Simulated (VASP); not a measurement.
# Li3TaO4 (I4mm) in VASP: a series of runs, part 2 of 2

VASP 6.6.1.

## Step 4: Single point, PBEsol (mode 1 (-167.1 1/cm) frozen in, largest displacement -0.260 Å)

INCAR

```
SYSTEM = Li3TaO4
  ALGO = Normal
  EDIFF = 1E-7
  ENCUT = 520
  GGA = PS
  ISIF = 2
  ISMEAR = 0
  LASPH = .TRUE.
  LCHARG = .FALSE.
  LREAL = .FALSE.
  LWAVE = .FALSE.
  NBANDS = 32
  NELM = 60
  PREC = Accurate
  SIGMA = 0.05
```

KPOINTS

```
k-points
0
G
  10 10 10
  0 0 0
```

POSCAR

```
Li3TaO4
1.0
   -2.0422644308      2.0422644308      4.2529592940
    2.0422644308     -2.0422644308      4.2529592940
    2.0422644308      2.0422644308     -4.2529592940
Li Ta O
3 1 4
Direct
    0.4694330486      0.4694330486      0.0000000000
    0.2474183261      0.7474183261      0.5000000000
    0.7474183261      0.2474183261      0.5000000000
    0.0007520810      0.0007520810      0.0000000000
    0.0003817329      0.5003817329      0.5000000000
    0.7773740889      0.7773740889      0.0000000000
    0.5003817329      0.0003817329      0.5000000000
    0.2288554335      0.2288554335      0.0000000000
```

Potentials or basis: VASP PAW PBE potentials, release 64 (Li_sv, Ta_pv, O).

The run is started by

```
> cat potpaw_PBE.64/Li_sv/POTCAR potpaw_PBE.64/Ta_pv/POTCAR potpaw_PBE.64/O/POTCAR > POTCAR
> mpirun -np 1 vasp_std > vasp.out
```

OUTCAR:

```text
SYSTEM = Li3TaO4
   EDIFF = 1E-7
   ENCUT = 520
   GGA = PS
   ISIF = 2
   ISMEAR = 0
   LASPH = .TRUE.
   LREAL = .FALSE.
   NELM = 60
   PREC = Accurate

 ion  position               nearest neighbor table
   1  0.469  0.469  0.000-   8 2.05   7 2.06   5 2.06   5 2.06   7 2.06   4 2.90   4 2.90   4 2.90
                             4 2.90
   2  0.247  0.747  0.500-   8 2.05   8 2.05   6 2.06   6 2.06   5 2.10   7 2.15   4 2.93   4 2.93
                             4 2.97   4 2.97
   3  0.747  0.247  0.500-   8 2.05   8 2.05   6 2.06   6 2.06   7 2.10   5 2.15   4 2.93   4 2.93
                             4 2.97   4 2.97
   4  0.001  0.001  0.000-   6 1.90   8 1.94   7 2.04   5 2.04   5 2.04   7 2.04   1 2.90   1 2.90
                             1 2.90   1 2.90   3 2.93   2 2.93   3 2.93   2 2.93   3 2.97   2 2.97
   5  0.000  0.500  0.500-   4 2.04   4 2.04   1 2.06   1 2.06   2 2.10   3 2.15
   6  0.777  0.777  0.000-   4 1.90   3 2.06   2 2.06   3 2.06   2 2.06
   7  0.500  0.000  0.500-   4 2.04   4 2.04   1 2.06   1 2.06   3 2.10   2 2.15
   8  0.229  0.229  0.000-   4 1.94   1 2.05   2 2.05   3 2.05   3 2.05   2 2.05

  LATTYP: Found a body centered tetragonal cell.
 ALAT       =     4.0845288616
 C/A-ratio  =     2.0824723919

  Lattice vectors:

 A1 = (  -2.0422644308,   2.0422644308,   4.2529592940)
 A2 = (   2.0422644308,  -2.0422644308,   4.2529592940)
 A3 = (   2.0422644308,   2.0422644308,  -4.2529592940)

Analysis of symmetry for initial positions (statically):
=====================================================================
 Subroutine PRICEL returns:
 Original cell was already a primitive cell.

 Routine SETGRP: Setting up the symmetry group for a
 body centered tetragonal supercell.

 Subroutine GETGRP returns: Found  8 space group operations
 (whereof  8 operations were pure point group operations)
 out of a pool of 16 trial point group operations.

The static configuration has the point symmetry C_4v.

Analysis of symmetry for dynamics (positions and initial velocities):
[... 145 lines left out ...]
  Fermi-wavevector in a.u.,A,eV,Ry     =   1.396049  2.638150 26.517114  1.948953
  Thomas-Fermi vector in A             =   2.519441
   LORBIT       =      0    0 simple, 1 ext, 2 COOP (PROOUT), +10 PAW based schemes
   GGA     = PS    functional components
   LHFCALC =     F    Hartree Fock is set to
   AEXX    =    0.0000 exact exchange contribution
   IVDW    =     0    specifies the selected vdW correction
   LEPSILON=     F    determine dielectric tensor
   LRPA    =     F    only Hartree local field effects (RPA)
 non-spin polarized calculation
 Gauss-broadening in eV      SIGMA  =   0.05
  energy-cutoff  :      520.00
  volume of cell :       70.95
 maximum number of plane-waves:      1936
 NGX is ok and might be reduce to    40
   NGX = 19   NGY = 19   NGZ = 19

 number of electron      43.9999993 magnetization

 Free energy of the ion-electron system (eV)
  ---------------------------------------------------
  ext. energy  EPLUGINS =         0.00000000
  ---------------------------------------------------
  free energy    TOTEN  =       -59.22434294 eV

  energy without entropy =      -59.22434294  energy(sigma->0) =      -59.22434294

 E-fermi :   2.9778     XC(G=0): -11.2725

 val. band max:        2.6614491782   @ k =   0.4000   0.4000   0.1000
 cond. band min:       4.2454158244   @ k =   0.0000   0.0000   0.0000
 fundamental gap:      1.5839666461
 Fermi energy:         2.9777681922

 k-point     1 :       0.0000    0.0000    0.0000
  band No.  band energies     occupation
      1     -40.0488      2.00000
      2     -39.1970      2.00000
      3     -39.1632      2.00000
      4     -31.5570      2.00000
      5     -31.5570      2.00000
      6     -31.3739      2.00000
[... 829 lines left out ...]
     31      14.1947      0.00000
     32      15.5237      0.00000

 [... further k-points ...]
[... 5 lines left out ...]
  --------------------------------------------------------------------------------------
  -------------------------------------------------------------------------------------
  Total        0.0032472      0.0032472      1.1346466      0.0000000      0.0000000      0.0000000
  in kB        0.0733246      0.0733246     25.6209977      0.0000000      0.0000000      0.0000000
  external PRESSURE =       8.5892157 kB  Pullay stress =       0.0000000 kB

 VOLUME and BASIS-vectors are now :
 -----------------------------------------------------------------------------
  energy-cutoff  :      520.00
  volume of cell :       70.95
      direct lattice vectors                 reciprocal lattice vectors
    -2.042264431  2.042264431  4.252959294     0.000000000  0.244826278  0.117565198
     2.042264431 -2.042264431  4.252959294     0.244826278  0.000000000  0.117565198
     2.042264431  2.042264431 -4.252959294     0.244826278  0.244826278  0.000000000

 POSITION                                       TOTAL-FORCE (eV/Angst)
 -----------------------------------------------------------------------------------
      0.00000      0.00000      3.99296         0.000000      0.000000     -0.042115
      2.04226     -0.00000      2.10452        -0.000000     -0.000000     -0.016224
     -0.00000      2.04226      2.10452         0.000000      0.000000     -0.016224
      0.00000      0.00000      0.00640         0.000000      0.000000      0.155851
      2.04226      0.00000      0.00325        -0.000000     -0.000000      0.001506
      0.00000      0.00000      6.61228        -0.000000     -0.000000     -0.159048
      0.00000      2.04226      0.00325        -0.000000     -0.000000      0.001506
      0.00000      0.00000      1.94663        -0.000000     -0.000000      0.074749
 -----------------------------------------------------------------------------------
    total drift:                               -0.000003     -0.000003     -0.000063

  FREE ENERGIE OF THE ION-ELECTRON SYSTEM (eV)
  ---------------------------------------------------
  free  energy   TOTEN  =       -59.2243429383 eV

  energy  without entropy=      -59.2243429383  energy(sigma->0) =      -59.22434294
```

stdout:

```text
POSCAR found type information on POSCAR LiTaO
 POSCAR found :  3 types and       8 ions
 scaLAPACK will be used
 -----------------------------------------------------------------------------
|                                                                             |
|                                                                             |
|     You enforced a specific xc type in the INCAR file but a different       |
|     I HOPE YOU KNOW WHAT YOU ARE DOING!                                     |
|                                                                             |
 -----------------------------------------------------------------------------

 LDA part: xc-table for (Slater+PW92), standard interpolation
 POSCAR, INCAR and KPOINTS ok, starting setup
 FFT: planning ... GRIDC
 FFT: planning ... GRID_SOFT
 FFT: planning ... GRID
 WAVECAR not read
 entering main loop
```

Wall time 3.8 min (1 thread of Intel Xeon 6975P-C (Granite Rapids), shared host); peak memory 0.37 GiB.

Results:

* Free energy: -59.2243 eV
* Largest force: 0.159 eV/Å
* Band gap on the k mesh: 1.58 eV, indirect (least direct gap 1.65 eV)

Forces in eV/Å, atoms in the order of the input:
```
Li   0.000  0.000 -0.042
Li   0.000  0.000 -0.016
Li   0.000  0.000 -0.016
Ta   0.000  0.000  0.156
O    0.000  0.000  0.002
O    0.000  0.000 -0.159
O    0.000  0.000  0.002
O    0.000  0.000  0.075
```

Caveat: the cell differs from its parent crystal (mode 1 (-167.1 1/cm) frozen in, largest displacement -0.260 Å); the cutoff is under 1.25 times the usual one of these potentials, so pressure, stress and relaxed cells hold a basis-set (Pulay) error; the PAW data sets were made with another functional, which shifts forces and pressure a little; spin-orbit coupling is left out, which moves the levels of the heavy elements.

## Step 5: Single point, PBEsol (mode 1 (-167.1 1/cm) frozen in, largest displacement +0.195 Å)

INCAR

```
SYSTEM = Li3TaO4
ALGO = Normal
EDIFF = 1E-6
ENCUT = 520
GGA = PS
ISIF = 2
ISMEAR = 0
LASPH = .True.
LCHARG = .False.
LREAL = .False.
LWAVE = .False.
NBANDS = 32
NELM = 80
PREC = Accurate
SIGMA = 0.05
```

KPOINTS

```
k-points
0
Gamma
  10 10 10
  0 0 0
```

POSCAR

```
Li3TaO4
1.0
   -2.0422644308      2.0422644308      4.2529592940
    2.0422644308     -2.0422644308      4.2529592940
    2.0422644308      2.0422644308     -4.2529592940
Li Ta O
3 1 4
Direct
    0.5229252135      0.5229252135      0.0000000000
    0.2519362554      0.7519362554      0.5000000000
    0.7519362554      0.2519362554      0.5000000000
   -0.0005640607     -0.0005640607      0.0000000000
   -0.0002862996      0.4997137004      0.5000000000
    0.7719232568      0.7719232568      0.0000000000
    0.4997137004     -0.0002862996      0.5000000000
    0.2234046014      0.2234046014      0.0000000000
```

The run is started by

```
> cat potpaw_PBE.64/Li_sv/POTCAR potpaw_PBE.64/Ta_pv/POTCAR potpaw_PBE.64/O/POTCAR > POTCAR
> mpirun -np 1 vasp_std > vasp.out
```

Wall time 3.5 min (1 thread of Intel Xeon 6975P-C (Granite Rapids), shared host); peak memory 0.37 GiB.

Results (log left out):

```
Free energy            : -59.2200 eV
Largest force          : 0.142 eV/Å
Band gap on the k mesh : 1.56 eV, indirect (least direct gap 1.62 eV)
```

Forces in eV/Å, atoms in the order of the input:
```
Li   0.000  0.000  0.081
Li   0.000  0.000  0.012
Li   0.000  0.000  0.012
Ta   0.000  0.000 -0.119
O    0.000  0.000 -0.002
O    0.000  0.000 -0.125
O    0.000  0.000 -0.002
O    0.000  0.000  0.142
```

Levels at points of the mesh, in eV from the valence-band top:
| k point | band 20 | band 21 | band 22 | band 23 | band 24 | band 25 |
| --- | --- | --- | --- | --- | --- | --- |
| (0.00, 0.00, 0.00) | -0.19 | -0.19 | -0.06 | 1.56 | 4.22 | 4.22 |
| (0.50, 0.00, 0.00) | -1.12 | -0.52 | -0.21 | 4.00 | 4.18 | 5.41 |
| (0.50, 0.50, 0.00) | -0.56 | -0.12 | -0.01 | 5.47 | 5.51 | 5.64 |
| (0.50, 0.50, 0.50) | -1.63 | -1.63 | -0.45 | 1.62 | 3.85 | 3.85 |

Caveat: the cell differs from its parent crystal (mode 1 (-167.1 1/cm) frozen in, largest displacement +0.195 Å); the cutoff is under 1.25 times the usual one of these potentials, so pressure, stress and relaxed cells hold a basis-set (Pulay) error; the PAW data sets were made with another functional, which shifts forces and pressure a little; spin-orbit coupling is left out, which moves the levels of the heavy elements. A k mesh can miss the band edges.

## Step 6: Single point, PBEsol (mode 1 (-167.1 1/cm) frozen in, largest displacement -0.130 Å)

INCAR

```
SYSTEM = Li3TaO4
  PREC = Accurate
  ENCUT = 520
  EDIFF = 1E-6
  ISMEAR = 0
  SIGMA = 0.05
  LREAL = .FALSE.
  LASPH = .TRUE.
  NELM = 80
  ALGO = Normal
  ISIF = 2
  LWAVE = .FALSE.
  LCHARG = .FALSE.
  GGA = PS
  NBANDS = 32
```

KPOINTS

```
regular mesh
0
G
  10 10 10
  0 0 0
```

POSCAR

```
Li3TaO4
1.0
   -2.0422644308      2.0422644308      4.2529592940
    2.0422644308     -2.0422644308      4.2529592940
    2.0422644308      2.0422644308     -4.2529592940
Li Ta O
3 1 4
Direct
    0.4847165243      0.4847165243      0.0000000000
    0.2487091630      0.7487091630      0.5000000000
    0.7487091630      0.2487091630      0.5000000000
    0.0003760405      0.0003760405      0.0000000000
    0.0001908664      0.5001908664      0.5000000000
    0.7758167083      0.7758167083      0.0000000000
    0.5001908664      0.0001908664      0.5000000000
    0.2272980529      0.2272980529      0.0000000000
```

Potentials or basis: VASP PAW PBE potentials, release 64 (Li_sv, Ta_pv, O).

The run is started by

```
> cat potpaw_PBE.64/Li_sv/POTCAR potpaw_PBE.64/Ta_pv/POTCAR potpaw_PBE.64/O/POTCAR > POTCAR
> mpirun -np 1 vasp_std > vasp.out
```

It took 3.9 min on 1 thread of Intel Xeon 6975P-C (Granite Rapids), shared host; peak memory 0.37 GiB.

It converged, with:

```yaml
Free_energy: -59.2144 eV
Largest_force: 0.146 eV/Å
Band_gap_on_the_k_mesh: 1.54 eV, indirect (least direct gap 1.60 eV)
```

Forces in eV/Å, atoms in the order of the input:
```
Li   0.000  0.000 -0.077
Li   0.000  0.000 -0.008
Li   0.000  0.000 -0.008
Ta   0.000  0.000  0.081
O    0.000  0.000  0.002
O    0.000  0.000 -0.137
O    0.000  0.000  0.002
O    0.000  0.000  0.146
```

Levels at points of the mesh, in eV from the valence-band top:
```tsv
k point	band 19	band 20	band 21	band 22	band 23	band 24	band 25	band 26
(0.00, 0.00, 0.00)	-2.02	-0.19	-0.19	-0.06	1.54	4.21	4.21	5.77
(0.50, 0.00, 0.00)	-1.17	-1.12	-0.53	-0.21	3.98	4.17	5.40	6.49
(0.50, 0.50, 0.00)	-0.94	-0.57	-0.13	-0.01	5.46	5.50	5.63	8.27
(0.50, 0.50, 0.50)	-1.69	-1.64	-1.64	-0.45	1.61	3.85	3.85	5.77
```

Caveat: the cell differs from its parent crystal (mode 1 (-167.1 1/cm) frozen in, largest displacement -0.130 Å); the cutoff is under 1.25 times the usual one of these potentials, so pressure, stress and relaxed cells hold a basis-set (Pulay) error; the PAW data sets were made with another functional, which shifts forces and pressure a little; spin-orbit coupling is left out, which moves the levels of the heavy elements. A k mesh can miss the band edges.
